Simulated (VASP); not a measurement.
# Si2W (AlB2 type) (P6/mmm) in VASP: notebook

Si2W (AlB2 type) is run at these levels: PBE; tasks: single point, relaxation of cell and atoms.

Everything below comes from runs of VASP 6.6.1. Logs are shortened: lines on timing, memory, paths and dates and some standing lists are left out, and cuts for length are marked.

**1. The cell of the first run**

Symmetry: P6/mmm, No. 191, hexagonal system. The conventional cell has a = 3.737 Å, b = 3.737 Å, c = 2.360 Å, α = 90.00°, β = 90.00°, γ = 120.00°. W (site symmetry 6/mmm) has 2 W at 2.36 Å and 12 Si at 2.46 Å within 3.1 Å. Within 2.9 Å of Si (site symmetry -6m2) lie 5 Si at 2.16 to 2.36 Å and 6 W at 2.46 Å.

**2. Single point, PBE**

The input, INCAR:

```
ALGO = Normal
EDIFF = 1E-7
ENCUT = 520
GGA = PE
ISIF = 2
ISMEAR = -1
LASPH = T
LCHARG = F
LREAL = F
LWAVE = F
NBANDS = 18
NELM = 60
PREC = Accurate
SIGMA = 0.05
```

The input, KPOINTS:

```
k-points
0
Gamma
  10 10 8
```

The input, POSCAR:

```
Si2W
1.0
    3.7373702882      0.0000000000      0.0000000000
   -1.8686851441      3.2366576129      0.0000000000
    0.0000000000      0.0000000000      2.3600859928
W Si
1 2
Direct
    0.0000000000      0.0000000000      0.0000000000
    0.3333333333      0.6666666667      0.5000000000
    0.6666666667      0.3333333333      0.5000000000
```

Potentials or basis: VASP PAW PBE potentials, release 64 (W_sv, Si).

Started as:

```bash
$ cat potpaw_PBE.64/W_sv/POTCAR potpaw_PBE.64/Si/POTCAR > POTCAR
$ mpirun -np 1 vasp_std > vasp.out
```

OUTCAR:

```text
EDIFF = 1E-7
   ENCUT = 520
   GGA = PE
   ISIF = 2
   ISMEAR = -1
   LASPH = T
   LREAL = F
   NELM = 60
   PREC = Accurate

 ion  position               nearest neighbor table
   1  0.000  0.000  0.000-   2 2.46   3 2.46   2 2.46   3 2.46   2 2.46   2 2.46   3 2.46   3 2.46
                             3 2.46   3 2.46   2 2.46   2 2.46
   2  0.333  0.667  0.500-   3 2.16   3 2.16   3 2.16   1 2.46   1 2.46   1 2.46   1 2.46   1 2.46
                             1 2.46
   3  0.667  0.333  0.500-   2 2.16   2 2.16   2 2.16   1 2.46   1 2.46   1 2.46   1 2.46   1 2.46
                             1 2.46

  LATTYP: Found a hexagonal cell.
 ALAT       =     3.7373702882
 C/A-ratio  =     0.6314830511

  Lattice vectors:

 A1 = (   3.7373702882,   0.0000000000,   0.0000000000)
 A2 = (  -1.8686851441,   3.2366576129,   0.0000000000)
 A3 = (   0.0000000000,   0.0000000000,   2.3600859928)

Analysis of symmetry for initial positions (statically):
=====================================================================
 Subroutine PRICEL returns:
 Original cell was already a primitive cell.

 Routine SETGRP: Setting up the symmetry group for a
 hexagonal supercell.

 Subroutine GETGRP returns: Found 24 space group operations
 (whereof 24 operations were pure point group operations)
 out of a pool of 24 trial point group operations.

The static configuration has the point symmetry D_6h.

Analysis of symmetry for dynamics (positions and initial velocities):
=====================================================================
 Subroutine PRICEL returns:
 Original cell was already a primitive cell.

 Routine SETGRP: Setting up the symmetry group for a
 hexagonal supercell.

 Subroutine GETGRP returns: Found 24 space group operations
 (whereof 24 operations were pure point group operations)
 out of a pool of 24 trial point group operations.

The dynamic configuration has the point symmetry D_6h.

 Subroutine INISYM returns: Found 24 space group operations
 (whereof 24 operations are pure point group operations),
 and found     1 'primitive' translations

----------------------------------------------------------------------------------------

                                     Primitive cell

  volume of cell :      28.5490

  direct lattice vectors                    reciprocal lattice vectors
     3.737370288  0.000000000  0.000000000     0.267567815  0.154480350  0.000000000
    -1.868685144  3.236657613  0.000000000     0.000000000  0.308960699  0.000000000
     0.000000000  0.000000000  2.360085993     0.000000000  0.000000000  0.423713374

  length of vectors
     3.737370288  3.737370288  2.360085993     0.308960699  0.308960699  0.423713374

  position of ions in fractional coordinates (direct lattice)
     0.000000000  0.000000000  0.000000000
     0.333333333  0.666666667  0.500000000
     0.666666667  0.333333333  0.500000000

  ion indices of the primitive-cell ions
   primitive index   ion index
                 1           1
                 2           2
                 3           3

----------------------------------------------------------------------------------------

 KPOINTS: k-points

Automatic generation of k-mesh.
 Grid dimensions read from file:
 generate k-points for:   10   10    8

 Generating k-lattice:

  Cartesian coordinates                     Fractional coordinates (reciprocal lattice)
     0.026756781  0.015448035  0.000000000     0.100000000 -0.000000000  0.000000000
     0.000000000  0.030896070  0.000000000     0.000000000  0.100000000  0.000000000
     0.000000000  0.000000000  0.052964172     0.000000000  0.000000000  0.125000000

  Length of vectors
     0.030896070  0.030896070  0.052964172

  Shift w.r.t. Gamma in fractional coordinates (k-lattice)
     0.000000000  0.000000000  0.000000000

 Subroutine IBZKPT returns following result:
 ===========================================

 Found     70 irreducible k-points:

 Following reciprocal coordinates:
            Coordinates               Weight
  0.000000  0.000000  0.000000      1.000000
[... 44 lines left out ...]
  free energy    TOTEN  =       -17.59233047 eV

  energy without entropy =      -17.58316194  energy(sigma->0) =      -17.58774621

 E-fermi :  18.1130     XC(G=0): -14.2941

 val. band max:       18.0879189343   @ k =   0.2000   0.1000   0.5000
 cond. band min:      18.1352843032   @ k =   0.4000   0.2000   0.5000
 fundamental gap:      0.0473653689
 Fermi energy:        18.1129589567

 k-point     1 :       0.0000    0.0000    0.0000
  band No.  band energies     occupation
      1     -55.9845      2.00000
      2     -20.6338      2.00000
      3     -20.6338      2.00000
      4     -19.0030      2.00000
      5       0.3543      2.00000
      6       8.8589      2.00000
[... 10 lines left out ...]
     17      26.3329      0.00000
     18      30.0234      0.00000

 k-point     2 :       0.1000    0.0000    0.0000
  band No.  band energies     occupation
      1     -55.9843      2.00000
      2     -20.6464      2.00000
      3     -20.6366      2.00000
      4     -19.0026      2.00000
      5       0.5406      2.00000
      6       8.3549      2.00000
[... 10 lines left out ...]
     17      26.0504      0.00000
     18      30.4739      0.00000

 k-point     3 :       0.2000    0.0000    0.0000
  band No.  band energies     occupation
      1     -55.9836      2.00000
      2     -20.6789      2.00000
      3     -20.6437      2.00000
      4     -19.0016      2.00000
      5       1.0816      2.00000
      6       7.3503      2.00000
[... 10 lines left out ...]
     17      26.1246      0.00000
     18      31.6379      0.00000

 k-point     4 :       0.3000    0.0000    0.0000
  band No.  band energies     occupation
      1     -55.9829      2.00000
      2     -20.7188      2.00000
      3     -20.6525      2.00000
      4     -19.0004      2.00000
      5       1.9223      2.00000
      6       6.2905      2.00000
[... 375 lines left out ...]
      4     -19.5546      2.00000
      5       2.0410      2.00000
      6       7.0615      2.00000
[... 10 lines left out ...]
     17      28.6024      0.00000
     18      29.5455      0.00000

 k-point    23 :       0.3000    0.1000    0.1250
  band No.  band energies     occupation
      1     -55.9312      2.00000
      2     -20.6627      2.00000
      3     -20.5941      2.00000
      4     -19.5522      2.00000
      5       2.9537      2.00000
      6       6.0870      2.00000
[... 10 lines left out ...]
     17      28.2808      0.00000
     18      29.1476      0.00000

 k-point    24 :       0.4000    0.1000    0.1250
  band No.  band energies     occupation
      1     -55.9308      2.00000
      2     -20.6821      2.00000
      3     -20.6003      2.00000
      4     -19.5507      2.00000
      5       4.0063      2.00000
      6       5.0752      2.00000
[... 10 lines left out ...]
     17      27.8585      0.00000
     18      29.1396      0.00000

 [... further k-points ...]

------------------------ aborting loop because EDIFF is reached ----------------------------------------

  FORCE on cell =-STRESS in cart. coord.  units (eV):
  Direction    XX          YY          ZZ          XY          YZ          ZX
  --------------------------------------------------------------------------------------
  -------------------------------------------------------------------------------------
  Total       30.3999983     30.3999983     30.7055085     -0.0000000     -0.0000000      0.0000000
  in kB     1706.0565636   1706.0565635   1723.2018827     -0.0000000     -0.0000000      0.0000000
  external PRESSURE =    1711.7716699 kB  Pullay stress =       0.0000000 kB

 VOLUME and BASIS-vectors are now :
 -----------------------------------------------------------------------------
  energy-cutoff  :      520.00
  volume of cell :       28.55
      direct lattice vectors                 reciprocal lattice vectors
     3.737370288  0.000000000  0.000000000     0.267567815  0.154480350  0.000000000
    -1.868685144  3.236657613  0.000000000     0.000000000  0.308960699  0.000000000
     0.000000000  0.000000000  2.360085993     0.000000000  0.000000000  0.423713374

 POSITION                                       TOTAL-FORCE (eV/Angst)
 -----------------------------------------------------------------------------------
      0.00000      0.00000      0.00000        -0.000000      0.000000      0.000000
     -0.00000      2.15777      1.18004        -0.000000      0.000000      0.000000
      1.86869      1.07889      1.18004         0.000000     -0.000000      0.000000
 -----------------------------------------------------------------------------------
    total drift:                               -0.000000      0.000000      0.000000

  FREE ENERGIE OF THE ION-ELECTRON SYSTEM (eV)
  ---------------------------------------------------
  free  energy   TOTEN  =       -17.5923304678 eV

  energy  without entropy=      -17.5831619448  energy(sigma->0) =      -17.58774621
```

Wall time 84 s (1 thread of AMD EPYC 7R13, shared host); peak memory 0.13 GiB.

What came out:

```
Free energy            : -17.5923 eV
Pressure               : 171.2 GPa
Band gap on the k mesh : zero (band 11 reaches 19.80 eV, above the bottom of band 12 at 15.47 eV)
```

Stress tensor (GPa, compression positive):
```
170.61   0.00   0.00
  0.00 170.61   0.00
  0.00   0.00 172.32
```

Caveat: spin-orbit coupling is left out, which moves the levels of the heavy elements.

**3. Single point, PBE**

The input, INCAR:

```
SYSTEM = Si2W
PREC     = Accurate       ! precision mode
ENCUT    = 520            ! plane-wave cutoff, eV
EDIFF    = 1E-7           ! SCF threshold, eV
ISMEAR   = -1             ! smearing method
SIGMA    = 0.05           ! smearing width, eV
LREAL    = .False.        ! projectors in reciprocal space
LASPH    = .True.         ! aspherical terms in the spheres
NELM     = 80             ! most SCF steps
ALGO     = Normal         ! electronic algorithm
ISIF     = 2              ! what is computed and relaxed
LWAVE    = .False.        ! write WAVECAR
LCHARG   = .False.        ! write CHGCAR
GGA      = PE             ! functional
NBANDS   = 18             ! bands
```

The input, KPOINTS:

```
Automatic mesh
0
Gamma
  10 10 8
  0 0 0
```

The input, POSCAR:

```
Si2W
1.0
    3.7365043442      0.0000000000      0.0000000000
   -1.8682521721      3.2359076834      0.0000000000
    0.0000000000      0.0000000000      2.3592306935
W Si
1 2
Direct
    0.0000000000      0.0000000000      0.0000000000
    0.3333333333      0.6666666667      0.5000000000
    0.6666666667      0.3333333333      0.5000000000
```

Potentials or basis: VASP PAW PBE potentials, release 64 (W_sv, Si).

Started as:

```bash
$ cat potpaw_PBE.64/W_sv/POTCAR potpaw_PBE.64/Si/POTCAR > POTCAR
$ mpirun -np 1 vasp_std > vasp.out
```

Run time: 81 s. Hardware: 1 thread of AMD EPYC 7R13, shared host; peak memory 0.13 GiB.

The run converged. Its results:

```yaml
Free_energy: -17.5671 eV
Pressure: 171.9 GPa
Band_gap_on_the_k_mesh: zero (band 11 reaches 19.82 eV, above the bottom of band 12 at 15.48 eV)
```

Stress tensor (GPa, compression positive):
```
171.22   0.00   0.00
  0.00 171.22   0.00
  0.00   0.00 173.13
```

Levels at points of the mesh, in eV from the Fermi level:
```
           k point  band 9  band 10  band 11  band 12  band 13  band 14
(0.00, 0.00, 0.00)   -4.54    -0.93    -0.93     2.97     2.97     6.03
(0.50, 0.00, 0.00)   -4.10    -3.53     1.41     2.54     4.17     4.96
(0.00, 0.00, 0.50)   -4.14    -4.14    -2.65    -2.65    -0.94     5.75
(0.50, 0.00, 0.50)   -7.20    -0.99    -0.56     1.13     1.55     2.65
```

Caveat: spin-orbit coupling is left out, which moves the levels of the heavy elements.

**4. Relaxation of cell and atoms, PBE, target pressure 170 GPa, at which the enthalpy is minimised**

The input, INCAR:

```
SYSTEM = Si2W
  PREC = Accurate
  ENCUT = 600
  EDIFF = 1E-6
  ISMEAR = -1
  SIGMA = 0.05
  LREAL = .False.
  LASPH = .True.
  NELM = 60
  ALGO = Normal
  ISIF = 3
  LWAVE = .False.
  LCHARG = .False.
  GGA = PE
  IBRION = 2
  NSW = 32
  EDIFFG = -0.005
  PSTRESS = 1700.0
```

KPOINTS is that of step 3.

The input, POSCAR:

```
Si2W
1.0
    3.7373702882      0.0000000000      0.0000000000
   -1.8686851441      3.2366576129      0.0000000000
    0.0000000000      0.0000000000      2.3600859928
W Si
1 2
Direct
    0.0000000000      0.0000000000      0.0000000000
    0.3333333333      0.6666666667      0.5000000000
    0.6666666667      0.3333333333      0.5000000000
```

Started as:

```bash
$ cat potpaw_PBE.64/W_sv/POTCAR potpaw_PBE.64/Si/POTCAR > POTCAR
$ mpirun -np 1 vasp_std > vasp.out
```

Wall time 4.1 min (1 thread of AMD EPYC 7R13, shared host); peak memory 0.15 GiB.

The run converged. Its results:

- Free energy: -17.6350 eV
- Relaxed volume: 9.53 Å³/atom
- Relaxed cell: a = 3.737 Å, b = 3.737 Å, c = 2.364 Å, α = 90.00°, β = 90.00°, γ = 120.00°
- Space group after relaxing (to 0.05 Å): P6/mmm (No. 191)
- Energy change on relaxing (the enthalpy is what falls): -14.1 meV/atom
- Ionic steps: 5
- Pressure after relaxing: 170.0 GPa
- Band gap on the k mesh: zero (band 11 reaches 19.74 eV, above the bottom of band 12 at 15.43 eV)

The path:
| step | energy change (eV) | largest force (eV/Å) | pressure (GPa) | volume (Å³) |
| --- | --- | --- | --- | --- |
| 1 | 0.0000 | 0.0000 | 171.20 | 28.55 |
| 2 | -0.3074 | 0.0000 | 162.77 | 28.84 |
| 3 | -0.0523 | 0.0000 | 169.76 | 28.60 |
| 4 | -0.0231 | 0.0000 | 170.47 | 28.57 |
| 5 | -0.0423 | 0.0000 | 170.01 | 28.59 |

Final structure:
```
W Si
1.0
     3.73716    0.00000    0.00000
    -1.86858    3.23647    0.00000
     0.00000    0.00000    2.36362
W Si
1 2
Direct
  0.00000 0.00000 0.00000
  0.33333 0.66667 0.50000
  0.66667 0.33333 0.50000
```

Levels at points of the mesh, in eV from the Fermi level:
```csv
k point,band 7,band 8,band 9,band 10,band 11,band 12,band 13,band 14,band 15
"(0.00, 0.00, 0.00)",-9.24,-6.74,-4.51,-0.93,-0.93,2.93,2.93,6.02,6.02
"(0.50, 0.00, 0.00)",-8.04,-7.12,-4.07,-3.51,1.37,2.51,4.17,4.97,5.67
"(0.00, 0.00, 0.50)",-7.39,-7.39,-4.13,-4.13,-2.65,-2.65,-0.93,5.71,9.01
"(0.50, 0.00, 0.50)",-8.34,-7.43,-7.22,-0.98,-0.55,1.14,1.53,2.64,3.14
```

Caveat: the cell is relaxed towards a set pressure, so the enthalpy falls and the energy may rise; spin-orbit coupling is left out, which moves the levels of the heavy elements.

**5. Relaxation of cell and atoms, PBE, target pressure 170 GPa, at which the enthalpy is minimised**

This run uses another cell than the first one, of 9.57 Å³/atom, 1.006 times its volume.

The input, INCAR:

```
ALGO = Normal ; EDIFF = 1E-6
EDIFFG = -0.005 ; ENCUT = 600
GGA = PE ; IBRION = 2
ISIF = 3 ; ISMEAR = -1
LASPH = True ; LCHARG = False
LREAL = False ; LWAVE = False
NELM = 100 ; NSW = 60
PREC = Accurate ; PSTRESS = 1700.0
SIGMA = 0.05
```

The input, KPOINTS:

```
k-points
0
Gamma
  10 10 8
```

The input, POSCAR:

```
Si2W
1.0
    3.1119355063      0.0000000000      0.0000000000
   -1.5559677531      2.6950152034      0.0000000000
    0.0000000000      0.0000000000      3.4231290569
W Si
1 2
Direct
    0.0000000000      0.0000000000      0.0000000000
    0.3333333333      0.6666666667      0.5000000000
    0.6666666667      0.3333333333      0.5000000000
```

Started as:

```bash
$ cat potpaw_PBE.64/W_sv/POTCAR potpaw_PBE.64/Si/POTCAR > POTCAR
$ mpirun -np 1 vasp_std > vasp.out
```

Wall time 12 min (1 thread of AMD EPYC 7R13, shared host); peak memory 0.16 GiB.

The run converged. Its results:

```
Free energy                                            : -17.6297 eV
Relaxed volume                                         : 9.53 Å³/atom
Relaxed cell                                           : a = 3.737 Å, b = 3.737 Å, c = 2.364 Å, α = 90.00°, β = 90.00°, γ = 120.00°
Space group after relaxing (to 0.05 Å)                 : P6/mmm (No. 191)
Energy change on relaxing (the enthalpy is what falls) : -2095.3 meV/atom
Ionic steps                                            : 12
Pressure after relaxing                                : 170.1 GPa
Band gap on the k mesh                                 : zero (band 11 reaches 19.74 eV, above the bottom of band 12 at 15.44 eV)
```

Step by step:
| step | energy change (eV) | largest force (eV/Å) | pressure (GPa) | volume (Å³) |
| --- | --- | --- | --- | --- |
| 1 | 0.0000 | 0.0000 | 221.35 | 28.71 |
| 2 | -10.8555 | 0.0000 | 6.23 | 41.02 |
| 3 | -7.4876 | 0.0000 | 82.99 | 34.05 |
| 4 | -6.3792 | 0.0000 | 104.22 | 32.93 |
| 5 | -6.7320 | 0.0000 | 154.00 | 29.16 |
| 6 | -5.5024 | 0.0000 | 191.04 | 28.00 |
| 7 | -6.3218 | 0.0000 | 168.74 | 28.62 |
| 8 | -6.1996 | 0.0000 | 172.49 | 28.51 |
| 9 | -6.4776 | 0.0000 | 164.87 | 28.77 |
| 10 | -6.3028 | 0.0000 | 169.64 | 28.60 |
| 11 | -6.2812 | 0.0000 | 170.17 | 28.58 |
| 12 | -6.2859 | 0.0000 | 170.06 | 28.59 |

Final structure:
```xyz
3
Lattice="3.7370 0.0000 0.0000 -1.8685 3.2363 0.0000 0.0000 0.0000 2.3636" Properties=species:S:1:pos:R:3 pbc="T T T"
W     0.0000    0.0000    0.0000
Si    0.0000    2.1576    1.1818
Si    1.8685    1.0788    1.1818
```

Levels at points of the mesh, in eV from the Fermi level:
```
           k point  band 9  band 10  band 11  band 12  band 13  band 14
(0.00, 0.00, 0.00)   -4.51    -0.93    -0.93     2.93     2.93     6.02
(0.50, 0.00, 0.00)   -4.07    -3.51     1.37     2.51     4.17     4.97
(0.00, 0.00, 0.50)   -4.13    -4.13    -2.65    -2.65    -0.92     5.71
(0.50, 0.00, 0.50)   -7.22    -0.98    -0.55     1.14     1.53     2.64
```

Caveat: the cell is relaxed towards a set pressure, so the enthalpy falls and the energy may rise; spin-orbit coupling is left out, which moves the levels of the heavy elements.

**6. Summary**

| task | cell | cutoff (eV) | gap on the mesh (eV) | pressure (GPa) |
| --- | --- | --- | --- | --- |
| single point | a = 3.737, b = 3.737, c = 2.360 Å, angles 90.0, 90.0, 120.0°, 3 atoms | 520 | none | 171.2 |
| single point | a = 3.737, b = 3.737, c = 2.359 Å, angles 90.0, 90.0, 120.0°, 3 atoms | 520 | none | 171.9 |
| relaxation of cell and atoms | relaxed to 170 GPa from a = 3.737, b = 3.737, c = 2.360 Å, angles 90.0, 90.0, 120.0°, 3 atoms | 600 | none | 170.0 |
| relaxation of cell and atoms | relaxed to 170 GPa from a = 3.112, b = 3.112, c = 3.423 Å, angles 90.0, 90.0, 120.0°, 3 atoms | 600 | none | 170.1 |

Alike in all rows: level PBE; potentials or basis VASP PAW PBE potentials, release 64 (W_sv, Si); no spin polarisation; k mesh 10 × 10 × 8; smearing fermi-dirac 0.05 eV.

Caveats: spin-orbit coupling is left out, which moves the levels of the heavy elements; the cell is relaxed towards a set pressure, so the enthalpy falls and the energy may rise (some runs).

Total energies depend on the potentials used, so only differences within one code and one set of settings carry meaning.
